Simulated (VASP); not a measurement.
A run of VASP 6.6.1 is set up as follows.

File INCAR:

```
SYSTEM = WS2
  ALGO = Normal
  EDIFF = 1E-6
  EDIFFG = -0.008
  ENCUT = 600
  GGA = PE
  IBRION = 2
  ISIF = 3
  ISMEAR = 0
  IVDW = 12
  LASPH = .True.
  LCHARG = .False.
  LREAL = .False.
  LWAVE = .False.
  NELM = 60
  NSW = 70
  PREC = Accurate
  PSTRESS = 500.0
  SIGMA = 0.02
```

The input KPOINTS:

```
k-points
0
Gamma
  12 12 6
  0 0 0
```

Contents of POSCAR:

```
WS2
1.0
    2.9092210448      0.0000000000      0.0000000000
   -1.4546105224      2.5194593300      0.0000000000
    0.0000000000      0.0000000000      5.8090831567
W S
1 2
Direct
    0.3333333333      0.6666666667      0.0000000000
    0.6666666667      0.3333333333      0.7333584473
    0.6666666667      0.3333333333      0.2666415527
```

Potentials or basis: VASP PAW PBE potentials, release 64 (W_sv, S).

Run with:

```bash
$ cat potpaw_PBE.64/W_sv/POTCAR potpaw_PBE.64/S/POTCAR > POTCAR
$ mpirun -np 1 vasp_std > vasp.out
```

Q: Estimate the relaxed volume.

A: 13.88 Å³/atom.

Q: Estimate the dispersion energy per atom.

A: -0.553 eV.

Q: Predict the space group after relaxing (to 0.1 Å).

A: P-6m2 (No. 187).

Final structure:
```
CELL_PARAMETERS angstrom
2.88350 0.00000 0.00000
-1.44175 2.49718 0.00000
0.00000 0.00000 5.78138
ATOMIC_POSITIONS crystal
W 0.33333 0.66667 0.00000
S 0.66667 0.33333 0.72346
S 0.66667 0.33333 0.27654
```

Caveat: the cell is relaxed towards a set pressure, so the run minimises the enthalpy, not the energy.
